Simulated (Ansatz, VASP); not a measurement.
One calculation of In2O3, two programs

Contents of INCAR:

```
  PREC = Accurate
  ENCUT = 520
  EDIFF = 1E-6
  ISMEAR = 0
  SIGMA = 0.05
  LREAL = False
  LASPH = True
  NELM = 100
  ALGO = Normal
  ISIF = 2
  LWAVE = False
  LCHARG = False
  NBANDS = 55
```

File KPOINTS:

```
Automatic mesh
0
Gamma
  6 6 6
```

File POSCAR:

```
In2O3
1.0
    2.9493640452      1.7028161254      4.7907162542
   -2.9493640452      1.7028161254      4.7907162542
    0.0000000000     -3.4056322508      4.7907162542
In O
4 6
Direct
    0.3576778379      0.3576778379      0.3576778379
    0.1423221621      0.1423221621      0.1423221621
    0.6423221621      0.6423221621      0.6423221621
    0.8576778379      0.8576778379      0.8576778379
    0.5455327428      0.9544672572      0.2500000000
    0.2500000000      0.5455327428      0.9544672572
    0.9544672572      0.2500000000      0.5455327428
    0.4544672572      0.0455327428      0.7500000000
    0.7500000000      0.4544672572      0.0455327428
    0.0455327428      0.7500000000      0.4544672572
```

Input for Ansatz:

```yaml
crystal:
  lattice:
    - [2.9493640452, 1.7028161254, 4.7907162542]
    - [-2.9493640452, 1.7028161254, 4.7907162542]
    - [0.0, -3.4056322508, 4.7907162542]
  atoms:
    - { symbol: In, position: [0.3576778379, 0.3576778379, 0.3576778379] }
    - { symbol: In, position: [0.1423221621, 0.1423221621, 0.1423221621] }
    - { symbol: In, position: [0.6423221621, 0.6423221621, 0.6423221621] }
    - { symbol: In, position: [0.8576778379, 0.8576778379, 0.8576778379] }
    - { symbol: O, position: [0.5455327428, 0.9544672572, 0.25] }
    - { symbol: O, position: [0.25, 0.5455327428, 0.9544672572] }
    - { symbol: O, position: [0.9544672572, 0.25, 0.5455327428] }
    - { symbol: O, position: [0.4544672572, 0.0455327428, 0.75] }
    - { symbol: O, position: [0.75, 0.4544672572, 0.0455327428] }
    - { symbol: O, position: [0.0455327428, 0.75, 0.4544672572] }
basis:
  ecutwfc: 420
kpoints:
  mp_grid: { grid: [6, 6, 6] }
hamiltonian:
  xc: lda
scf:
  occupations: { method: gaussian, width: 0.05 }
output:
  forces: true
  stress: true
  eigenvalues: true
```

Change from the starting cell: strain +0.080 along x and y, +0.000 along z, atoms carried along.

Alike in both runs: task single point; functional LDA; k mesh 6 × 6 × 6; occupations gaussian, width 0.05 eV; no spin polarisation.

|  | VASP | Ansatz |
| --- | --- | --- |
| version | VASP 6.6.1 | Ansatz 0.2.0 |
| potentials or method | VASP PAW LDA potentials, release 64 (In_d, O), cutoff 520 eV | scalar-relativistic, plane waves, PAW |
| valence electrons in the cell | 88 | 88 |

|  | VASP | Ansatz | Ansatz less VASP |
| --- | --- | --- | --- |
| gap on the k mesh at the Fermi level (eV) | 0.12 | 0.10 | -0.021 |
| least direct gap on the mesh (eV) | 0.33 | 0.31 | -0.022 |
| pressure (GPa) | -20.3 | -20.6 | -0.32 |
| traceless stress, the component that is largest in VASP (GPa) | 9.15 | 9.20 | +0.051 |
| rms of the force components (eV/Å) | 0.018 | 0.015 | -0.0035 |

LDA's correlation is that of Perdew and Zunger in VASP and of Perdew and Wang (1992) in Ansatz. Atom by atom the forces differ by 0.004 eV/Å (rms over components).
